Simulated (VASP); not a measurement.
# C (Cmme) in VASP: further runs

Runs on C. Level: PBE. Tasks: single point.

All numbers are computed with VASP 6.6.1; they aren't measurements. Logs are shortened: lines on timing, memory, paths and dates and some standing lists are left out, and cuts for length are marked.

## Step 1: The cell of the first run

Symmetry: Cmme, No. 67, orthorhombic system. Conventional cell: a = 2.286 Å, b = 4.067 Å, c = 8.289 Å, α = 90.00°, β = 90.00°, γ = 90.00°. Within 1.8 Å of C (site symmetry m) lie 3 C at 1.33 to 1.36 Å.

## Step 2: Single point, PBE (9.63 Å³/atom)

Contents of INCAR:

```
SYSTEM = C
PREC = Accurate
ENCUT = 520
EDIFF = 1E-6
ISMEAR = 0
SIGMA = 0.15
LREAL = .False.
LASPH = .True.
NELM = 100
ALGO = Normal
ISIF = 2
LWAVE = .False.
LCHARG = .False.
GGA = PE
NBANDS = 16
```

Contents of KPOINTS:

```
Automatic mesh
0
Gamma
  21 21 6
  0 0 0
```

Contents of POSCAR:

```
C
1.0
    1.1430882082     -2.0335216485      0.0000000000
    1.1430882082      2.0335216485      0.0000000000
    0.0000000000      0.0000000000      8.2891136229
C
4
Direct
    0.0833329406      0.9166670594      0.7503043452
    0.5833329406      0.4166670594      0.2496956548
    0.9166670594      0.0833329406      0.2496956548
    0.4166670594      0.5833329406      0.7503043452
```

Potentials or basis: VASP PAW PBE potentials, release 64 (C).

On the command line:

```sh
cat potpaw_PBE.64/C/POTCAR > POTCAR
mpirun -np 1 vasp_std > vasp.out
```

OUTCAR:

```text
SYSTEM = C
   PREC = Accurate
   ENCUT = 520
   EDIFF = 1E-6
   ISMEAR = 0
   LREAL = .False.
   LASPH = .True.
   NELM = 100
   ISIF = 2
   GGA = PE

 ion  position               nearest neighbor table
   1  0.083  0.917  0.750-   4 1.33   4 1.33   4 1.36
   2  0.583  0.417  0.250-   3 1.33   3 1.33   3 1.36
   3  0.917  0.083  0.250-   2 1.33   2 1.33   2 1.36
   4  0.417  0.583  0.750-   1 1.33   1 1.33   1 1.36

  LATTYP: Found a base centered orthorhombic cell.
 ALAT       =     2.2861764164
 B/A-ratio  =     1.7789717661
 C/A-ratio  =     3.6257541472

  Lattice vectors:

 A1 = (   1.1430882082,  -2.0335216485,   0.0000000000)
 A2 = (   1.1430882082,   2.0335216485,   0.0000000000)
 A3 = (   0.0000000000,   0.0000000000,   8.2891136229)

Analysis of symmetry for initial positions (statically):
=====================================================================
 Subroutine PRICEL returns:
 Original cell was already a primitive cell.

 Routine SETGRP: Setting up the symmetry group for a
 base centered orthorhombic supercell.

 Subroutine GETGRP returns: Found  8 space group operations
 (whereof  4 operations were pure point group operations)
 out of a pool of  8 trial point group operations.

The static configuration has the point symmetry C_2h.
 The point group associated with its full space group is D_2h.

Analysis of symmetry for dynamics (positions and initial velocities):
=====================================================================
 Subroutine PRICEL returns:
 Original cell was already a primitive cell.

 Routine SETGRP: Setting up the symmetry group for a
 base centered orthorhombic supercell.

 Subroutine GETGRP returns: Found  8 space group operations
 (whereof  4 operations were pure point group operations)
 out of a pool of  8 trial point group operations.

The dynamic configuration has the point symmetry C_2h.
 The point group associated with its full space group is D_2h.

 Subroutine INISYM returns: Found  8 space group operations
 (whereof  4 operations are pure point group operations),
 and found     1 'primitive' translations

----------------------------------------------------------------------------------------

                                     Primitive cell

  volume of cell :      38.5360

  direct lattice vectors                    reciprocal lattice vectors
     1.143088208 -2.033521648  0.000000000     0.437411563 -0.245878868  0.000000000
     1.143088208  2.033521648  0.000000000     0.437411563  0.245878868  0.000000000
     0.000000000  0.000000000  8.289113623     0.000000000  0.000000000  0.120640161

  length of vectors
     2.332779661  2.332779661  8.289113623     0.501782117  0.501782117  0.120640161

  position of ions in fractional coordinates (direct lattice)
     0.083332941  0.916667059  0.750304345
     0.583332941  0.416667059  0.249695655
     0.916667059  0.083332941  0.249695655
     0.416667059  0.583332941  0.750304345

  ion indices of the primitive-cell ions
   primitive index   ion index
                 1           1
                 2           2
                 3           3
                 4           4

----------------------------------------------------------------------------------------

 KPOINTS: Automatic mesh

Automatic generation of k-mesh.
 Grid dimensions read from file:
 generate k-points for:   21   21    6

 Generating k-lattice:

  Cartesian coordinates                     Fractional coordinates (reciprocal lattice)
     0.020829122 -0.011708518  0.000000000     0.047619048 -0.000000000  0.000000000
     0.020829122  0.011708518  0.000000000    -0.000000000  0.047619048  0.000000000
     0.000000000  0.000000000  0.020106693     0.000000000  0.000000000  0.166666667

  Length of vectors
     0.023894387  0.023894387  0.020106693

  Shift w.r.t. Gamma in fractional coordinates (k-lattice)
     0.000000000  0.000000000  0.000000000

 Subroutine IBZKPT returns following result:
 ===========================================

 Found    484 irreducible k-points:

 Following reciprocal coordinates:
            Coordinates               Weight
  0.000000  0.000000  0.000000      1.000000
  0.047619  0.000000  0.000000      4.000000
  0.095238  0.000000  0.000000      4.000000
  0.142857  0.000000  0.000000      4.000000
  0.190476  0.000000  0.000000      4.000000
  0.238095  0.000000  0.000000      4.000000
[... 16 lines left out ...]
 -0.428571  0.047619  0.000000      4.000000
 -0.380952  0.047619  0.000000      4.000000
 [... further k-points ...]
   k-points           NKPTS =    484   k-points in BZ     NKDIM =    484   number of bands    NBANDS=     16
   number of dos      NEDOS =    301   number of ions     NIONS =      4
   total plane-waves  NPLWV =  20736
   dimension x,y,z NGX =    18 NGY =   18 NGZ =   64
   dimension x,y,z NGXF=    36 NGYF=   36 NGZF=  128
   ions per type =               4
   NGX,Y,Z   is equivalent  to a cutoff of  12.83, 12.83, 12.84 a.u.
   NGXF,Y,Z  is equivalent  to a cutoff of  25.66, 25.66, 25.67 a.u.
 SYSTEM =  C
   PREC   = accura    normal or accurate (medium, high low for compatibility)
   ISTART =      0    job   : 0-new  1-cont  2-samecut
   ICHARG =      2    charge: 1-file 2-atom 10-const
   ISPIN  =      1    spin polarized calculation?
   LNONCOLLINEAR =      F non collinear calculations
   LSORBIT =      F    spin-orbit coupling
   LASPH  =      T    aspherical Exc in radial PAW
   ENCUT  =  520.0 eV  38.22 Ry    6.18 a.u.   4.34  4.34 15.41*2*pi/ulx,y,z
   NELM   =    100;   NELMIN=  2; NELMDL= -5     # of ELM steps
   EDIFF  = 0.1E-05   stopping-criterion for ELM
   LREAL  =      F    real-space projection
   EDIFFG = 0.1E-04   stopping-criterion for IOM
   NSW    =      0    number of steps for IOM
   IBRION =     -1    ionic relax: 0-MD 1-quasi-New 2-CG
   NFREE  =      0    steps in history (QN), initial steepest desc. (CG)
   ISIF   =      2    stress and relaxation
   ISYM   =      2    0-nonsym 1-usesym 2-fastsym
   POTIM  = 0.5000    time-step for ionic-motion
   TEBEG  =    0.0;   TEEND  =   0.0 temperature during run
   PSTRESS=    0.0 pullay stress
   NELECT =      16.0000    total number of electrons
   NUPDOWN=      -1.0000    fix difference up-down
   EMIN   =  10.00;   EMAX   =-10.00  energy-range for DOS
   EFERMI =   0.00;   METHOD = LEGACY
   ISMEAR =     0;   SIGMA  =   0.15  broadening in eV -4-tet -1-fermi 0-gaus
   EFERMI_NEDOS =   21; number of points for ismear=-14 and -15
   IALGO  =     38    algorithm
   IMIX   =      4    mixing-type and parameters
     AMIX     =   0.40;   BMIX     =  1.00
     AMIX_MAG =   1.60;   BMIX_MAG =  1.00
  volume/ion in A,a.u.               =       9.63        65.01
  Fermi-wavevector in a.u.,A,eV,Ry     =   1.221310  2.307941 20.294428  1.491598
  Thomas-Fermi vector in A             =   2.356497
   LORBIT       =      0    0 simple, 1 ext, 2 COOP (PROOUT), +10 PAW based schemes
   GGA     = PE    functional components
   LHFCALC =     F    Hartree Fock is set to
   AEXX    =    0.0000 exact exchange contribution
   IVDW    =     0    specifies the selected vdW correction
   LEPSILON=     F    determine dielectric tensor
   LRPA    =     F    only Hartree local field effects (RPA)
 non-spin polarized calculation
 Gauss-broadening in eV      SIGMA  =   0.15
  energy-cutoff  :      520.00
  volume of cell :       38.54
 maximum number of plane-waves:      1072
 NGX is ok and might be reduce to    18
   NGX =  9   NGY =  9   NGZ = 31

 number of electron      15.9999998 magnetization

 Free energy of the ion-electron system (eV)
  ---------------------------------------------------
  ext. energy  EPLUGINS =         0.00000000
  ---------------------------------------------------
  free energy    TOTEN  =       -35.66417000 eV

  energy without entropy =      -35.66375098  energy(sigma->0) =      -35.66396049

 E-fermi :   4.0896     XC(G=0):  -9.2073

 val. band max:        4.0086699281   @ k =   0.3333   0.3333   0.0000
 cond. band min:       4.2186234796   @ k =   0.3333   0.3333   0.0000
 fundamental gap:      0.2099535515
 Fermi energy:         4.0896073740

 k-point     1 :       0.0000    0.0000    0.0000
  band No.  band energies     occupation
      1     -17.0315      2.00000
      2     -16.9900      2.00000
      3      -5.1542      2.00000
      4      -4.6390      2.00000
      5       1.0504      2.00000
      6       1.0517      2.00000
[... 8 lines left out ...]
     15      14.3026      0.00000
     16      17.9321      0.00000

 k-point     2 :       0.0476    0.0000    0.0000
  band No.  band energies     occupation
      1     -16.9710      2.00000
      2     -16.9297      2.00000
      3      -5.0782      2.00000
      4      -4.5642      2.00000
      5       0.8845      2.00000
      6       0.8855      2.00000
[... 8 lines left out ...]
     15      14.4680      0.00000
     16      17.6868      0.00000

 k-point     3 :       0.0952    0.0000    0.0000
  band No.  band energies     occupation
      1     -16.7898      2.00000
      2     -16.7490      2.00000
      3      -4.8504      2.00000
      4      -4.3405      2.00000
      5       0.2969      2.00000
      6       0.2986      2.00000
[... 8 lines left out ...]
     15      14.8252      0.00000
     16      16.9864      0.00000

 k-point     4 :       0.1429    0.0000    0.0000
  band No.  band energies     occupation
      1     -16.4882      2.00000
      2     -16.4485      2.00000
      3      -4.4725      2.00000
      4      -3.9695      2.00000
      5      -0.6808      2.00000
      6      -0.6772      2.00000
[... 8 lines left out ...]
     15      15.8408      0.00000
     16      15.9148      0.00000

 k-point     5 :       0.1905    0.0000    0.0000
  band No.  band energies     occupation
      1     -16.0674      2.00000
      2     -16.0292      2.00000
      3      -3.9475      2.00000
      4      -3.4547      2.00000
      5      -1.8870      2.00000
      6      -1.8815      2.00000
[... 8 lines left out ...]
     15      15.6824      0.00000
     16      17.3786      0.00000

 k-point     6 :       0.2381    0.0000    0.0000
  band No.  band energies     occupation
      1     -15.5289      2.00000
      2     -15.4924      2.00000
      3      -3.2803      2.00000
      4      -3.2229      2.00000
      5      -3.2152      2.00000
      6      -2.8016      2.00000
[... 8 lines left out ...]
     15      16.2957      0.00000
     16      19.1486      0.00000

 k-point     7 :       0.2857    0.0000    0.0000
  band No.  band energies     occupation
      1     -14.8746      2.00000
      2     -14.8401      2.00000
      3      -4.6181      2.00000
      4      -4.6080      2.00000
      5      -2.4794      2.00000
      6      -2.0202      2.00000
[... 8 lines left out ...]
     15      17.0343      0.00000
     16      21.0265      0.00000

 k-point     8 :       0.3333    0.0000    0.0000
  band No.  band energies     occupation
      1     -14.1075      2.00000
      2     -14.0751      2.00000
      3      -6.0225      2.00000
      4      -6.0096      2.00000
      5      -2.2775      2.00000
      6      -2.2772      2.00000
[... 8 lines left out ...]
     15      17.8980      0.00000
     16      21.0894      0.00000

 k-point     9 :       0.3810    0.0000    0.0000
  band No.  band energies     occupation
      1     -13.2307      2.00000
      2     -13.2008      2.00000
      3      -7.4004      2.00000
      4      -7.3847      2.00000
      5      -2.6446      2.00000
      6      -2.6443      2.00000
[... 8 lines left out ...]
     15      18.8687      0.00000
     16      19.5394      0.00000
[... 172 lines left out ...]
 k-point    19 :       0.3810    0.0476    0.0000
  band No.  band energies     occupation
      1     -12.6901      2.00000
      2     -12.6617      2.00000
      3      -8.0738      2.00000
      4      -8.0567      2.00000
      5      -2.9529      2.00000
      6      -2.9507      2.00000
[... 8 lines left out ...]
     15      18.6140      0.00000
     16      19.4864      0.00000

 k-point    20 :       0.4286    0.0476    0.0000
  band No.  band energies     occupation
      1     -11.6577      2.00000
      2     -11.6321      2.00000
      3      -9.3573      2.00000
      4      -9.3375      2.00000
      5      -3.1533      2.00000
      6      -3.1509      2.00000
[... 8 lines left out ...]
     15      16.9326      0.00000
     16      18.8665      0.00000

 k-point    21 :       0.4762    0.0476    0.0000
  band No.  band energies     occupation
      1     -10.6599      2.00000
      2     -10.6547      2.00000
      3     -10.4180      2.00000
      4     -10.4128      2.00000
      5      -3.2279      2.00000
      6      -3.2254      2.00000
[... 8 lines left out ...]
     15      17.7454      0.00000
     16      17.8467      0.00000

 k-point    22 :      -0.4762    0.0476    0.0000
  band No.  band energies     occupation
      1     -11.7060      2.00000
      2     -11.6802      2.00000
      3      -9.2956      2.00000
      4      -9.2760      2.00000
      5      -3.1752      2.00000
      6      -3.1727      2.00000
[... 8 lines left out ...]
     15      17.0289      0.00000
     16      18.9731      0.00000

 k-point    23 :      -0.4286    0.0476    0.0000
  band No.  band energies     occupation
      1     -12.7326      2.00000
      2     -12.7041      2.00000
      3      -8.0041      2.00000
      4      -7.9872      2.00000
      5      -2.9968      2.00000
      6      -2.9942      2.00000
[... 8 lines left out ...]
     15      18.7476      0.00000
     16      19.4187      0.00000

 k-point    24 :      -0.3810    0.0476    0.0000
  band No.  band energies     occupation
      1     -13.6587      2.00000
      2     -13.6277      2.00000
      3      -6.6512      2.00000
      4      -6.6372      2.00000
      5      -2.6970      2.00000
      6      -2.6944      2.00000
[... 8 lines left out ...]
     15      18.3920      0.00000
     16      20.4423      0.00000

 [... further k-points ...]
[... 5 lines left out ...]
  --------------------------------------------------------------------------------------
  -------------------------------------------------------------------------------------
  Total       23.0785282     16.7123990      0.0037616      0.0000000      0.0000000      0.0000000
  in kB      959.5156385    694.8366950      0.1563934      0.0000000      0.0000000      0.0000000
  external PRESSURE =     551.5029090 kB  Pullay stress =       0.0000000 kB

 VOLUME and BASIS-vectors are now :
 -----------------------------------------------------------------------------
  energy-cutoff  :      520.00
  volume of cell :       38.54
      direct lattice vectors                 reciprocal lattice vectors
     1.143088208 -2.033521648  0.000000000     0.437411563 -0.245878868  0.000000000
     1.143088208  2.033521648  0.000000000     0.437411563  0.245878868  0.000000000
     0.000000000  0.000000000  8.289113623     0.000000000  0.000000000  0.120640161

 POSITION                                       TOTAL-FORCE (eV/Angst)
 -----------------------------------------------------------------------------------
      1.14309      1.69460      6.21936         0.000000     -0.751304     -0.000120
      1.14309     -0.33892      2.06976         0.000000     -0.751304      0.000120
      1.14309     -1.69460      2.06976         0.000000      0.751304      0.000120
      1.14309      0.33892      6.21936         0.000000      0.751304     -0.000120
 -----------------------------------------------------------------------------------
    total drift:                               -0.000000     -0.000000      0.000000

  FREE ENERGIE OF THE ION-ELECTRON SYSTEM (eV)
  ---------------------------------------------------
  free  energy   TOTEN  =       -35.6641699983 eV

  energy  without entropy=      -35.6637509781  energy(sigma->0) =      -35.66396049
```

Wall time 2 min (1 thread of Intel Xeon 6975P-C (Granite Rapids), shared host); peak memory 0.3 GiB.

What came out:

- Free energy: -35.6642 eV
- Pressure: 55.2 GPa
- Largest force: 0.751 eV/Å

Forces in eV/Å, atoms in the order of the input:
```
C    0.000 -0.751  0.000
C    0.000 -0.751  0.000
C    0.000  0.751  0.000
C    0.000  0.751  0.000
```

Caveat: the stress differs along the axes, from 0 to 96 GPa; this functional lacks dispersion, which binds layers or chains, so the pressure and a relaxed spacing across them are unreliable.

[end of part 1 of 2]
